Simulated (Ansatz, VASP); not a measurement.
# One calculation of Al4Co, two programs

Contents of INCAR:

```
SYSTEM = Al4Co
ALGO = Fast ; EDIFF = 1E-7
EDIFFG = -0.01 ; ENCUT = 600
GGA = PE ; IBRION = 2
ISIF = 3 ; ISMEAR = 0
LASPH = .TRUE. ; LCHARG = .FALSE.
LREAL = .FALSE. ; LWAVE = .FALSE.
NELM = 80 ; NSW = 100
PREC = Accurate ; SIGMA = 0.1
```

KPOINTS

```
k-points
0
G
  8 8 8
  0 0 0
```

The input POSCAR:

```
Al4Co
1.0
    4.5032467693      0.0000000000      0.0000000000
    0.0000000000      4.5032467693      0.0000000000
    0.0000000000      0.0000000000      4.5032467693
Al Co
4 1
Direct
    0.5000000000      0.0000000000      0.0000000000
    0.0000000000      0.5000000000      0.0000000000
    0.0000000000      0.0000000000      0.5000000000
    0.5000000000      0.5000000000      0.5000000000
    0.0000000000      0.0000000000      0.0000000000
```

Input for Ansatz:

```yaml
crystal:
  lattice:
    - [4.5032467693, 0.0, 0.0]
    - [0.0, 4.5032467693, 0.0]
    - [0.0, 0.0, 4.5032467693]
  atoms:
    - { symbol: Al, position: [0.5, 0.0, 0.0] }
    - { symbol: Al, position: [0.0, 0.5, 0.0] }
    - { symbol: Al, position: [0.0, 0.0, 0.5] }
    - { symbol: Al, position: [0.5, 0.5, 0.5] }
    - { symbol: Co, position: [0.0, 0.0, 0.0] }
basis:
  ecutwfc: 420
kpoints:
  mp_grid: { grid: [8, 8, 8] }
hamiltonian:
  xc: pbe
scf:
  occupations: { method: gaussian, width: 0.1 }
output:
  forces: true
  stress: true
  eigenvalues: true
relax:
  adjacent_minimum: "off"
  f_tol: 0.01
  max_steps: 80
  cell: { stress_tol: 0.05 }
```

Change from the starting cell: species swapped into the Co4N type (Pm-3m, No. 221).

Alike in both runs: task relaxation of cell and atoms; functional PBE; k mesh 8 × 8 × 8; occupations gaussian, width 0.1 eV; no spin polarisation.

|  | VASP | Ansatz |
| --- | --- | --- |
| version | VASP 6.6.1 | Ansatz 0.2.0 |
| potentials or method | VASP PAW PBE potentials, release 64 (Al, Co), cutoff 600 eV | scalar-relativistic, plane waves, PAW |
| valence electrons in the cell | 21 | 29 |

VASP gave:

| Property | Result |
| --- | --- |
| gap on the k mesh at the Fermi level, each at its own relaxed structure (eV) | none |
| relaxed volume (Å³/atom) | 18.26 |
| relaxed cell length with the largest relative difference (Å) | 4.503 |

Problem. Which values does Ansatz return?

Solution. gap on the k mesh at the Fermi level, each at its own relaxed structure (eV): none; relaxed volume (Å³/atom): 18.31; relaxed cell length with the largest relative difference (Å): 4.507.

A gap of «none» marks a metal or a gap that the smearing closes. VASP's potentials hold 21 valence electrons a cell and Ansatz's 29, so a difference there can come from the potentials and not from the codes.

Noted on VASP's run: the relaxation stopped at its first step, so nothing moved.
